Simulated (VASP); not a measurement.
# Mn (Im-3m) in VASP: a series of runs

Runs on Mn. Level: PBE. Tasks: single point.

Program: VASP 6.6.1. These are calculated values, not measurements. Logs are shortened: lines on timing, memory, paths and dates and some standing lists are left out, and cuts for length are marked.

**1. The cell of the first run**

The structure is cubic, space group Im-3m (No. 229). Conventional cell: a = 2.746 Å, b = 2.746 Å, c = 2.746 Å, α = 90.00°, β = 90.00°, γ = 90.00°. Mn (site symmetry m-3m) has 14 Mn at 2.38 to 2.75 Å within 3.1 Å.

**2. Single point, PBE**

INCAR reads:

```
  PREC = Accurate
  ENCUT = 520
  EDIFF = 1E-6
  ISMEAR = -1
  SIGMA = 0.06122561905347299
  LREAL = F
  LASPH = T
  NELM = 100
  ALGO = Normal
  ISIF = 2
  LWAVE = F
  LCHARG = F
  GGA = PE
  NBANDS = 12
```

KPOINTS reads:

```
regular mesh
0
Gamma
  19 19 19
```

POSCAR reads:

```
Mn
1.0
   -1.3730911922      1.3730911922      1.3730911922
    1.3730911922     -1.3730911922      1.3730911922
    1.3730911922      1.3730911922     -1.3730911922
Mn
1
Direct
    0.0000000000      0.0000000000      0.0000000000
```

Potentials or basis: VASP PAW PBE potentials, release 64 (Mn_pv).

The run is started by

```
$ cat potpaw_PBE.64/Mn_pv/POTCAR > POTCAR
$ mpirun -np 1 vasp_std > vasp.out
```

OUTCAR:

```text
PREC = Accurate
   ENCUT = 520
   EDIFF = 1E-6
   ISMEAR = -1
   LREAL = F
   LASPH = T
   NELM = 100
   ISIF = 2
   GGA = PE

 ion  position               nearest neighbor table
   1  0.000  0.000  0.000-

  LATTYP: Found a body centered cubic cell.
 ALAT       =     2.7461823844

  Lattice vectors:

 A1 = (  -1.3730911922,   1.3730911922,   1.3730911922)
 A2 = (   1.3730911922,  -1.3730911922,   1.3730911922)
 A3 = (   1.3730911922,   1.3730911922,  -1.3730911922)

Analysis of symmetry for initial positions (statically):
=====================================================================
 Subroutine PRICEL returns:
 Original cell was already a primitive cell.

 Routine SETGRP: Setting up the symmetry group for a
 body centered cubic supercell.

 Subroutine GETGRP returns: Found 48 space group operations
 (whereof 48 operations were pure point group operations)
 out of a pool of 48 trial point group operations.

The static configuration has the point symmetry O_h .

Analysis of symmetry for dynamics (positions and initial velocities):
=====================================================================
 Subroutine PRICEL returns:
 Original cell was already a primitive cell.

 Routine SETGRP: Setting up the symmetry group for a
 body centered cubic supercell.

 Subroutine GETGRP returns: Found 48 space group operations
 (whereof 48 operations were pure point group operations)
 out of a pool of 48 trial point group operations.

The dynamic configuration has the point symmetry O_h .

 Subroutine INISYM returns: Found 48 space group operations
 (whereof 48 operations are pure point group operations),
 and found     1 'primitive' translations

----------------------------------------------------------------------------------------

                                     Primitive cell

  volume of cell :      10.3552

  direct lattice vectors                    reciprocal lattice vectors
    -1.373091192  1.373091192  1.373091192     0.000000000  0.364141874  0.364141874
     1.373091192 -1.373091192  1.373091192     0.364141874  0.000000000  0.364141874
     1.373091192  1.373091192 -1.373091192     0.364141874  0.364141874  0.000000000

  length of vectors
     2.378263708  2.378263708  2.378263708     0.514974377  0.514974377  0.514974377

  position of ions in fractional coordinates (direct lattice)
     0.000000000  0.000000000  0.000000000

  ion indices of the primitive-cell ions
   primitive index   ion index
                 1           1

----------------------------------------------------------------------------------------

 KPOINTS: regular mesh

Automatic generation of k-mesh.
 Grid dimensions read from file:
 generate k-points for:   19   19   19

 Generating k-lattice:

  Cartesian coordinates                     Fractional coordinates (reciprocal lattice)
     0.000000000  0.019165362  0.019165362     0.052631579  0.000000000  0.000000000
     0.019165362  0.000000000  0.019165362     0.000000000  0.052631579  0.000000000
     0.019165362  0.019165362  0.000000000     0.000000000  0.000000000  0.052631579

  Length of vectors
     0.027103915  0.027103915  0.027103915

  Shift w.r.t. Gamma in fractional coordinates (k-lattice)
     0.000000000  0.000000000  0.000000000

 Subroutine IBZKPT returns following result:
 ===========================================

 Found    220 irreducible k-points:

 Following reciprocal coordinates:
            Coordinates               Weight
  0.000000  0.000000  0.000000      1.000000
  0.052632  0.000000  0.000000     12.000000
  0.105263  0.000000  0.000000     12.000000
  0.157895  0.000000  0.000000     12.000000
  0.210526  0.000000  0.000000     12.000000
  0.263158  0.000000  0.000000     12.000000
[... 16 lines left out ...]
  0.263158  0.105263  0.000000     48.000000
  0.315789  0.105263 -0.000000     48.000000
 [... further k-points ...]
   k-points           NKPTS =    220   k-points in BZ     NKDIM =    220   number of bands    NBANDS=     12
   number of dos      NEDOS =    301   number of ions     NIONS =      1
   total plane-waves  NPLWV =   5832
   dimension x,y,z NGX =    18 NGY =   18 NGZ =   18
   dimension x,y,z NGXF=    36 NGYF=   36 NGZF=   36
   ions per type =               1
   NGX,Y,Z   is equivalent  to a cutoff of  12.58, 12.58, 12.58 a.u.
   NGXF,Y,Z  is equivalent  to a cutoff of  25.16, 25.16, 25.16 a.u.
 SYSTEM =  unknown system
   PREC   = accura    normal or accurate (medium, high low for compatibility)
   ISTART =      0    job   : 0-new  1-cont  2-samecut
   ICHARG =      2    charge: 1-file 2-atom 10-const
   ISPIN  =      1    spin polarized calculation?
   LNONCOLLINEAR =      F non collinear calculations
   LSORBIT =      F    spin-orbit coupling
   LASPH  =      T    aspherical Exc in radial PAW
   ENCUT  =  520.0 eV  38.22 Ry    6.18 a.u.   4.42  4.42  4.42*2*pi/ulx,y,z
   NELM   =    100;   NELMIN=  2; NELMDL= -5     # of ELM steps
   EDIFF  = 0.1E-05   stopping-criterion for ELM
   LREAL  =      F    real-space projection
   EDIFFG = 0.1E-04   stopping-criterion for IOM
   NSW    =      0    number of steps for IOM
   IBRION =     -1    ionic relax: 0-MD 1-quasi-New 2-CG
   NFREE  =      0    steps in history (QN), initial steepest desc. (CG)
   ISIF   =      2    stress and relaxation
   ISYM   =      2    0-nonsym 1-usesym 2-fastsym
   POTIM  = 0.5000    time-step for ionic-motion
   TEBEG  =    0.0;   TEEND  =   0.0 temperature during run
   PSTRESS=    0.0 pullay stress
   NELECT =      13.0000    total number of electrons
   NUPDOWN=      -1.0000    fix difference up-down
   EMIN   =  10.00;   EMAX   =-10.00  energy-range for DOS
   EFERMI =   0.00;   METHOD = LEGACY
   ISMEAR =    -1;   SIGMA  =   0.06  broadening in eV -4-tet -1-fermi 0-gaus
   EFERMI_NEDOS =   21; number of points for ismear=-14 and -15
   IALGO  =     38    algorithm
   IMIX   =      4    mixing-type and parameters
     AMIX     =   0.40;   BMIX     =  1.00
     AMIX_MAG =   1.60;   BMIX_MAG =  1.00
  volume/ion in A,a.u.               =      10.36        69.88
  Fermi-wavevector in a.u.,A,eV,Ry     =   1.766051  3.337352 42.435701  3.118936
  Thomas-Fermi vector in A             =   2.833711
   LORBIT       =      0    0 simple, 1 ext, 2 COOP (PROOUT), +10 PAW based schemes
   GGA     = PE    functional components
   LHFCALC =     F    Hartree Fock is set to
   AEXX    =    0.0000 exact exchange contribution
   IVDW    =     0    specifies the selected vdW correction
   LEPSILON=     F    determine dielectric tensor
   LRPA    =     F    only Hartree local field effects (RPA)
 non-spin polarized calculation
  energy-cutoff  :      520.00
  volume of cell :       10.36
 maximum number of plane-waves:       321
 NGX is ok and might be reduce to    18
   NGX =  9   NGY =  9   NGZ =  9

 number of electron      12.9999978 magnetization

 Free energy of the ion-electron system (eV)
  ---------------------------------------------------
  ext. energy  EPLUGINS =         0.00000000
  ---------------------------------------------------
  free energy    TOTEN  =        -8.83428779 eV

  energy without entropy =       -8.80815904  energy(sigma->0) =       -8.82122342

 E-fermi :  11.3888     XC(G=0): -14.2509

 val. band max:       11.3752284760   @ k =   0.2105   0.0526   0.0000
 cond. band min:      11.3912873430   @ k =  -0.4737   0.4737   0.1053
 fundamental gap:      0.0160588670
 Fermi energy:        11.3887757413

 k-point     1 :       0.0000    0.0000    0.0000
  band No.  band energies     occupation
      1     -36.6073      2.00000
      2     -36.6073      2.00000
      3     -36.6073      2.00000
      4       2.5625      2.00000
      5       9.7112      2.00000
      6       9.7112      2.00000
      7       9.7112      2.00000
      8      11.7452      0.00590
      9      11.7453      0.00590
     10      35.4268      0.00000
     11      35.4268      0.00000
     12      35.4268      0.00000

 k-point     2 :       0.0526    0.0000    0.0000
  band No.  band energies     occupation
      1     -36.6314      2.00000
      2     -36.6147      2.00000
      3     -36.6073      2.00000
      4       2.6910      2.00000
      5       9.6649      2.00000
      6       9.7049      2.00000
      7       9.7941      2.00000
      8      11.6937      0.01364
      9      11.7486      0.00559
     10      35.0437      0.00000
     11      35.3733      0.00000
     12      35.4957      0.00000

 k-point     3 :       0.1053    0.0000    0.0000
  band No.  band energies     occupation
      1     -36.7012      2.00000
      2     -36.6364      2.00000
      3     -36.6077      2.00000
      4       3.0673      2.00000
      5       9.5325      2.00000
      6       9.6745      2.00000
      7      10.0376      2.00000
      8      11.5689      0.10018
      9      11.7599      0.00465
     10      33.9838      0.00000
     11      35.1198      0.00000
     12      35.6868      0.00000
[... 286 lines left out ...]
 k-point    23 :       0.2632    0.1053    0.0000
  band No.  band energies     occupation
      1     -37.2209      2.00000
      2     -36.8115      2.00000
      3     -36.6424      2.00000
      4       6.1300      2.00000
      5       8.6133      2.00000
      6       9.2871      2.00000
      7      11.4106      0.82327
      8      12.0518      0.00004
      9      12.6511      0.00000
     10      26.2378      0.00000
     11      30.1811      0.00000
     12      34.7545      0.00000

 k-point    24 :       0.3158    0.1053   -0.0000
  band No.  band energies     occupation
      1     -37.3204      2.00000
      2     -36.8562      2.00000
      3     -36.6439      2.00000
      4       6.4353      2.00000
      5       8.4296      2.00000
      6       9.7394      2.00000
      7      11.5546      0.12493
      8      12.1489      0.00001
      9      13.3822      0.00000
     10      24.1528      0.00000
     11      29.4465      0.00000
     12      33.6726      0.00000

 [... further k-points ...]

------------------------ aborting loop because EDIFF is reached ----------------------------------------

  FORCE on cell =-STRESS in cart. coord.  units (eV):
  Direction    XX          YY          ZZ          XY          YZ          ZX
  --------------------------------------------------------------------------------------
  -------------------------------------------------------------------------------------
  Total        0.7931560      0.7931560      0.7931560      0.0000000      0.0000000      0.0000000
  in kB      122.7187873    122.7187873    122.7187873      0.0000000      0.0000000      0.0000000
  external PRESSURE =     122.7187873 kB  Pullay stress =       0.0000000 kB

 VOLUME and BASIS-vectors are now :
 -----------------------------------------------------------------------------
  energy-cutoff  :      520.00
  volume of cell :       10.36
      direct lattice vectors                 reciprocal lattice vectors
    -1.373091192  1.373091192  1.373091192     0.000000000  0.364141874  0.364141874
     1.373091192 -1.373091192  1.373091192     0.364141874  0.000000000  0.364141874
     1.373091192  1.373091192 -1.373091192     0.364141874  0.364141874  0.000000000

 POSITION                                       TOTAL-FORCE (eV/Angst)
 -----------------------------------------------------------------------------------
      0.00000      0.00000      0.00000        -0.000000     -0.000000     -0.000000
 -----------------------------------------------------------------------------------
    total drift:                                0.000000      0.000000      0.000000

  FREE ENERGIE OF THE ION-ELECTRON SYSTEM (eV)
  ---------------------------------------------------
  free  energy   TOTEN  =        -8.8342877919 eV

  energy  without entropy=       -8.8081590386  energy(sigma->0) =       -8.82122342
```

It took 14 s on 1 thread of Intel Xeon 6975P-C, shared host; peak memory 0.14 GiB.

Results:

- Free energy: -8.8343 eV
- Pressure: 12.3 GPa

Caveat: the run has no spin polarisation, though such a crystal can be magnetic. Spin polarisation is off, so any magnetic state and its effect on volume and gap are missing.

**3. Single point, PBE**

This run uses another cell than the first one, of 10.57 Å³/atom, 1.021 times its volume.

INCAR reads:

```
PREC = Accurate
ENCUT = 520
EDIFF = 1E-6
ISMEAR = -1
SIGMA = 0.06122561905347299
LREAL = F
LASPH = T
NELM = 60
ALGO = Normal
ISIF = 2
LWAVE = F
LCHARG = F
GGA = PE
NBANDS = 12
```

KPOINTS reads:

```
Automatic mesh
0
Gamma
  19 19 19
```

POSCAR reads:

```
Mn
1.0
   -1.3825610859      1.3825610859      1.3825610859
    1.3825610859     -1.3825610859      1.3825610859
    1.3825610859      1.3825610859     -1.3825610859
Mn
1
Direct
    0.0000000000      0.0000000000      0.0000000000
```

Potentials or basis: VASP PAW PBE potentials, release 64 (Mn_pv).

The run is started by

```
$ cat potpaw_PBE.64/Mn_pv/POTCAR > POTCAR
$ mpirun -np 1 vasp_std > vasp.out
```

It took 16 s on 1 thread of Intel Xeon 6975P-C, shared host; peak memory 0.14 GiB.

The run converged. Its results:

| Item | Value |
| --- | --- |
| Free energy | -8.8464 eV |
| Pressure | 5.7 GPa |

Levels at points of the mesh, in eV from the Fermi level:
```
           k point  band 2  band 3  band 4  band 5  band 6  band 7  band 8  band 9  band 10  band 11
(0.00, 0.00, 0.00)  -48.00  -48.00   -8.73   -1.63   -1.63   -1.63    0.35    0.35    23.87    23.87
```

Caveat: the run has no spin polarisation, though such a crystal can be magnetic. Spin polarisation is off, so any magnetic state and its effect on volume and gap are missing.
